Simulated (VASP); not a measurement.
A run of VASP 6.6.1 is set up as follows.

Contents of INCAR:

```
SYSTEM = AlRu
ALGO = Fast ; EDIFF = 1E-6
ENCUT = 520 ; GGA = PS
ISIF = 2 ; ISMEAR = 0
LASPH = .TRUE. ; LCHARG = .TRUE.
LELF = .TRUE. ; LREAL = .FALSE.
LVHAR = .TRUE. ; LWAVE = .FALSE.
NBANDS = 25 ; NELM = 100
PREC = Accurate ; SIGMA = 0.15
```

File KPOINTS:

```
k-points
0
G
  16 16 8
  0 0 0
```

The input POSCAR:

```
AlRu
1.0
    2.9763250904      0.0000000000      0.0000000000
    0.0000000000      2.9763250904      0.0000000000
    0.0000000000      0.0000000000      5.9526501809
Al Ru
2 2
Direct
    0.0000000000      0.0000000000     -0.0098107563
    0.0000000000      0.0000000000      0.5098107563
    0.4948258340      0.5000000000      0.2500000000
    0.5051741660      0.5000000000      0.7500000000
```

Potentials or basis: VASP PAW PBE potentials, release 64 (Al, Ru_pv).

The run is started by

```console
$ cat potpaw_PBE.64/Al/POTCAR potpaw_PBE.64/Ru_pv/POTCAR > POTCAR
$ mpirun -np 1 vasp_std > vasp.out
```

Task: Estimate the band gap on the k mesh.

Result: Zero (bands 17 and 18 overlap by 2.90 eV).

Task: Estimate the pressure.

Result: 0.5 GPa.

Task: Predict the largest force.

Result: 0.673 eV/Å.

Stress tensor (GPa, compression positive):
```
0.44 0.00 0.00
0.00 0.45 0.00
0.00 0.00 0.66
```

Caveat: the cell differs from its parent crystal (atoms displaced along several vibrational modes); the PAW data sets were made with another functional, which shifts forces and pressure a little.
